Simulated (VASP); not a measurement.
Crystal: TlSiW2.

```
CELL_PARAMETERS angstrom
0.00000 0.00000 5.83080
3.65867 -3.65867 2.91540
3.65867 3.65867 -2.91540
ATOMIC_POSITIONS crystal
Tl 0.25000 0.00000 0.00000
Tl 0.75000 0.00000 0.00000
Si 0.75000 0.50000 0.50000
Si 0.25000 0.50000 0.50000
W 0.65700 0.50000 0.81400
W 0.15700 0.18600 0.50000
W 0.34300 0.50000 0.18600
W 0.84300 0.81400 0.50000
```

Base run:

```yaml
Program: VASP 6.6.1
Functional: PBE
Potentials_or_basis: VASP PAW PBE potentials, release 64 (Tl_d, Si, W_sv)
Cutoff: 520 eV
k_mesh: 4 × 4 × 4
Occupations: fermi-dirac, width 0.1 eV
Spin: no spin polarisation
```

Its results: band gap on the k mesh zero (bands 45 and 46 overlap by 0.51 eV); pressure 13.7 GPa; largest force 5.531 eV/Å.

Problem. The run is repeated on the same cell with these changes: further incar settings from ALGO = Normal; EDIFF = 1e-07; NBANDS = 55 to ALGO = Normal; EDIFF = 1e-06; NBANDS = 55; hubbard terms from none to W d U = 6.0 eV. What comes out?

Solution. Band gap on the k mesh zero (bands 45 and 46 overlap by 0.79 eV); pressure 18.4 GPa; largest force 5.991 eV/Å.

Caveats: the cell stands under pressure; spin-orbit coupling is left out, which moves the levels of the heavy elements; forces of over 1 eV/Å act on the atoms, so gaps and moduli don't describe the material at rest; U without spin polarisation on a metal has little footing (at least some runs); the U is typed as a test and isn't derived for this compound (at least some runs).
